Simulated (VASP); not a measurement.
# PtS2 (P-3m1) in VASP: a series of runs

The runs below take PtS2 through single point, with PBEsol.

All numbers are computed with VASP 6.6.1; they aren't measurements. Logs are shortened: lines on timing, memory, paths and dates and some standing lists are left out, and cuts for length are marked.

## 1. The cell of the first run

It takes space group P-3m1 (No. 164, trigonal). Conventional cell: a = 3.543 Å, b = 3.543 Å, c = 4.787 Å, α = 90.00°, β = 90.00°, γ = 120.00°. Within 3.1 Å of Pt (site symmetry -3m) lie 6 S at 2.37 Å. S (site symmetry 3m) has 3 Pt at 2.37 Å within 3.1 Å.

## 2. Single point, PBEsol (strain +0.000 along x and y, -0.050 along z)

INCAR

```
SYSTEM = PtS2
  PREC = Accurate
  ENCUT = 520
  EDIFF = 1E-7
  ISMEAR = 0
  SIGMA = 0.05
  LREAL = .False.
  LASPH = .True.
  NELM = 60
  ALGO = Normal
  ISIF = 2
  LWAVE = .False.
  LCHARG = .False.
  GGA = PS
  NBANDS = 18
```

KPOINTS

```
Automatic mesh
0
Gamma
  12 12 8
  0 0 0
```

POSCAR

```
PtS2
1.0
    3.5431994758      0.0000000000      0.0000000000
   -1.7715997379      3.0685007567      0.0000000000
    0.0000000000      0.0000000000      4.7868600000
Pt S
1 2
Direct
    0.0000000000      0.0000000000      0.0000000000
    0.3333333333      0.6666666667      0.2500000000
    0.6666666667      0.3333333333      0.7500000000
```

Potentials or basis: VASP PAW PBE potentials, release 64 (Pt, S).

On the command line:

```
> cat potpaw_PBE.64/Pt/POTCAR potpaw_PBE.64/S/POTCAR > POTCAR
> mpirun -np 1 vasp_std > vasp.out
```

OUTCAR:

```text
SYSTEM = PtS2
   PREC = Accurate
   ENCUT = 520
   EDIFF = 1E-7
   ISMEAR = 0
   LREAL = .False.
   LASPH = .True.
   NELM = 60
   ISIF = 2
   GGA = PS

 ion  position               nearest neighbor table
   1  0.000  0.000  0.000-   2 2.37   3 2.37   2 2.37   3 2.37   3 2.37   2 2.37
   2  0.333  0.667  0.250-   1 2.37   1 2.37   1 2.37
   3  0.667  0.333  0.750-   1 2.37   1 2.37   1 2.37

  LATTYP: Found a hexagonal cell.
 ALAT       =     3.5431994758
 C/A-ratio  =     1.3509992967

  Lattice vectors:

 A1 = (   3.5431994758,   0.0000000000,   0.0000000000)
 A2 = (  -1.7715997379,   3.0685007567,   0.0000000000)
 A3 = (   0.0000000000,   0.0000000000,   4.7868600000)

Analysis of symmetry for initial positions (statically):
=====================================================================
 Subroutine PRICEL returns:
 Original cell was already a primitive cell.

 Routine SETGRP: Setting up the symmetry group for a
 hexagonal supercell.

 Subroutine GETGRP returns: Found 12 space group operations
 (whereof 12 operations were pure point group operations)
 out of a pool of 24 trial point group operations.

The static configuration has the point symmetry D_3d.

Analysis of symmetry for dynamics (positions and initial velocities):
=====================================================================
 Subroutine PRICEL returns:
 Original cell was already a primitive cell.

 Routine SETGRP: Setting up the symmetry group for a
 hexagonal supercell.

 Subroutine GETGRP returns: Found 12 space group operations
 (whereof 12 operations were pure point group operations)
 out of a pool of 24 trial point group operations.

The dynamic configuration has the point symmetry D_3d.

 Subroutine INISYM returns: Found 12 space group operations
 (whereof 12 operations are pure point group operations),
 and found     1 'primitive' translations

----------------------------------------------------------------------------------------

                                     Primitive cell

  volume of cell :      52.0442

  direct lattice vectors                    reciprocal lattice vectors
     3.543199476  0.000000000  0.000000000     0.282230794  0.162946025  0.000000000
    -1.771599738  3.068500757  0.000000000     0.000000000  0.325892049  0.000000000
     0.000000000  0.000000000  4.786860000     0.000000000  0.000000000  0.208905211

  length of vectors
[... 84 lines left out ...]
   EDIFF  = 0.1E-06   stopping-criterion for ELM
   LREAL  =      F    real-space projection
   EDIFFG = 0.1E-05   stopping-criterion for IOM
   NSW    =      0    number of steps for IOM
   IBRION =     -1    ionic relax: 0-MD 1-quasi-New 2-CG
   NFREE  =      0    steps in history (QN), initial steepest desc. (CG)
   ISIF   =      2    stress and relaxation
   ISYM   =      2    0-nonsym 1-usesym 2-fastsym
   POTIM  = 0.5000    time-step for ionic-motion
   TEBEG  =    0.0;   TEEND  =   0.0 temperature during run
   PSTRESS=    0.0 pullay stress
   NELECT =      22.0000    total number of electrons
   NUPDOWN=      -1.0000    fix difference up-down
   EMIN   =  10.00;   EMAX   =-10.00  energy-range for DOS
   EFERMI =   0.00;   METHOD = LEGACY
   ISMEAR =     0;   SIGMA  =   0.05  broadening in eV -4-tet -1-fermi 0-gaus
   EFERMI_NEDOS =   21; number of points for ismear=-14 and -15
   IALGO  =     38    algorithm
   IMIX   =      4    mixing-type and parameters
     AMIX     =   0.40;   BMIX     =  1.00
     AMIX_MAG =   1.60;   BMIX_MAG =  1.00
  volume/ion in A,a.u.               =      17.35       117.07
  Fermi-wavevector in a.u.,A,eV,Ry     =   1.228641  2.321794 20.538780  1.509558
  Thomas-Fermi vector in A             =   2.363558
   LORBIT       =      0    0 simple, 1 ext, 2 COOP (PROOUT), +10 PAW based schemes
   GGA     = PS    functional components
   LHFCALC =     F    Hartree Fock is set to
   AEXX    =    0.0000 exact exchange contribution
   IVDW    =     0    specifies the selected vdW correction
   LEPSILON=     F    determine dielectric tensor
   LRPA    =     F    only Hartree local field effects (RPA)
 non-spin polarized calculation
 Gauss-broadening in eV      SIGMA  =   0.05
  energy-cutoff  :      520.00
  volume of cell :       52.04
 maximum number of plane-waves:      1434
 NGX is ok and might be reduce to    28
   NGX = 13   NGY = 13   NGZ = 17

 number of electron      22.0000002 magnetization

 Free energy of the ion-electron system (eV)
  ---------------------------------------------------
  ext. energy  EPLUGINS =         0.00000000
  ---------------------------------------------------
  free energy    TOTEN  =       -16.99099552 eV

  energy without entropy =      -16.99099552  energy(sigma->0) =      -16.99099552

 E-fermi :   7.8576     XC(G=0): -11.1597

 val. band max:        7.6943665875   @ k =   0.0000   0.0000   0.0000
 cond. band min:       8.0336832513   @ k =   0.0000   0.3333   0.2500
 fundamental gap:      0.3393166638
 Fermi energy:         7.8576423362

 k-point     1 :       0.0000    0.0000    0.0000
  band No.  band energies     occupation
      1      -8.2285      2.00000
      2      -4.8428      2.00000
      3       0.0765      2.00000
      4       0.5358      2.00000
      5       0.5358      2.00000
      6       3.4420      2.00000
[... 481 lines left out ...]
      5       1.1628      2.00000
      6       2.7563      2.00000
[... 10 lines left out ...]
     17      16.6353      0.00000
     18      16.7993      0.00000

 [... further k-points ...]

------------------------ aborting loop because EDIFF is reached ----------------------------------------

  FORCE on cell =-STRESS in cart. coord.  units (eV):
  Direction    XX          YY          ZZ          XY          YZ          ZX
  --------------------------------------------------------------------------------------
  -------------------------------------------------------------------------------------
  Total        0.9726105      0.9726105      0.4957267      0.0000000      0.0000000      0.0000000
  in kB       29.9417364     29.9417364     15.2609071      0.0000000      0.0000000      0.0000000
  external PRESSURE =      25.0481266 kB  Pullay stress =       0.0000000 kB

 VOLUME and BASIS-vectors are now :
 -----------------------------------------------------------------------------
  energy-cutoff  :      520.00
  volume of cell :       52.04
      direct lattice vectors                 reciprocal lattice vectors
     3.543199476  0.000000000  0.000000000     0.282230794  0.162946025  0.000000000
    -1.771599738  3.068500757  0.000000000     0.000000000  0.325892049  0.000000000
     0.000000000  0.000000000  4.786860000     0.000000000  0.000000000  0.208905211

 POSITION                                       TOTAL-FORCE (eV/Angst)
 -----------------------------------------------------------------------------------
      0.00000      0.00000      0.00000         0.000000      0.000000     -0.000000
     -0.00000      2.04567      1.19671         0.000000      0.000000      0.167677
      1.77160      1.02283      3.59014         0.000000      0.000000     -0.167677
 -----------------------------------------------------------------------------------
    total drift:                               -0.000000     -0.000000     -0.000000

  FREE ENERGIE OF THE ION-ELECTRON SYSTEM (eV)
  ---------------------------------------------------
  free  energy   TOTEN  =       -16.9909955198 eV

  energy  without entropy=      -16.9909955186  energy(sigma->0) =      -16.99099552
```

stdout:

```text
POSCAR found type information on POSCAR PtS
 POSCAR found :  2 types and       3 ions
 scaLAPACK will be used
 -----------------------------------------------------------------------------
|                                                                             |
|                                                                             |
|     You enforced a specific xc type in the INCAR file but a different       |
|     I HOPE YOU KNOW WHAT YOU ARE DOING!                                     |
|                                                                             |
 -----------------------------------------------------------------------------

 LDA part: xc-table for (Slater+PW92), standard interpolation
 POSCAR, INCAR and KPOINTS ok, starting setup
 FFT: planning ... GRIDC
 FFT: planning ... GRID_SOFT
 FFT: planning ... GRID
 WAVECAR not read
 entering main loop
```

It took 43 s on 1 thread of Intel Xeon 6975P-C (Granite Rapids), shared host; peak memory 0.25 GiB.

What came out:

```yaml
Free_energy: -16.9910 eV
Pressure: 2.5 GPa
Largest_force: 0.168 eV/Å
Band_gap_on_the_k_mesh: 0.34 eV, indirect (least direct gap 0.70 eV)
```

Forces on the atoms (eV/Å):
```
Pt   0.000  0.000  0.000
S    0.000  0.000  0.168
S    0.000  0.000 -0.168
```

Caveat: the cell differs from its parent crystal (strain +0.000 along x and y, -0.050 along z); the PAW data sets were made with another functional, which shifts forces and pressure a little; spin-orbit coupling is left out, which moves the levels of the heavy elements. A k mesh can miss the band edges.

## 3. Single point, PBEsol (strain -0.025 along x and y, +0.000 along z)

INCAR

```
  PREC = Accurate
  ENCUT = 520
  EDIFF = 1E-6
  ISMEAR = 0
  SIGMA = 0.05
  LREAL = F
  LASPH = T
  NELM = 100
  ALGO = Normal
  ISIF = 2
  LWAVE = F
  LCHARG = T
  GGA = PS
  LELF = T
  LVHAR = T
  NBANDS = 18
```

KPOINTS

```
regular mesh
0
Gamma
  12 12 8
```

POSCAR

```
PtS2
1.0
    3.4546194889      0.0000000000      0.0000000000
   -1.7273097444      2.9917882378      0.0000000000
    0.0000000000      0.0000000000      5.0388000000
Pt S
1 2
Direct
    0.0000000000      0.0000000000      0.0000000000
    0.3333333333      0.6666666667      0.2500000000
    0.6666666667      0.3333333333      0.7500000000
```

Potentials or basis: VASP PAW PBE potentials, release 64 (Pt, S).

On the command line:

```
> cat potpaw_PBE.64/Pt/POTCAR potpaw_PBE.64/S/POTCAR > POTCAR
> mpirun -np 1 vasp_std > vasp.out
```

It took 43 s on 1 thread of Intel Xeon 6975P-C (Granite Rapids), shared host; peak memory 0.26 GiB.

It converged, with:

```
Free energy            : -16.9192 eV
Pressure               : 5.7 GPa
Band gap on the k mesh : 0.63 eV, indirect (least direct gap 0.83 eV)
```

Forces in eV/Å, atoms in the order of the input:
```
Pt   0.000  0.000  0.000
S    0.000  0.000  0.002
S    0.000  0.000 -0.002
```

Stress tensor (GPa, compression positive):
```
8.14 0.00 0.00
0.00 8.14 0.00
0.00 0.00 0.91
```

Levels at points of the mesh, in eV from the valence-band top:
```tsv
k point	band 7	band 8	band 9	band 10	band 11	band 12	band 13	band 14	band 15	band 16
(0.00, 0.00, 0.00)	-4.06	-2.40	-1.05	-1.05	-0.01	1.99	1.99	4.46	5.65	8.04
(0.50, 0.00, 0.00)	-3.76	-3.26	-3.17	-3.11	-2.56	1.41	2.65	5.58	6.20	7.78
(0.00, 0.00, 0.50)	-4.08	-3.12	-1.36	-1.36	-1.19	2.70	2.70	5.42	7.33	7.77
(0.50, 0.00, 0.50)	-3.50	-3.18	-2.78	-2.72	-1.60	1.54	2.44	4.97	4.98	7.07
```

Caveat: the cell differs from its parent crystal (strain -0.025 along x and y, +0.000 along z); the PAW data sets were made with another functional, which shifts forces and pressure a little; spin-orbit coupling is left out, which moves the levels of the heavy elements. A k mesh can miss the band edges.
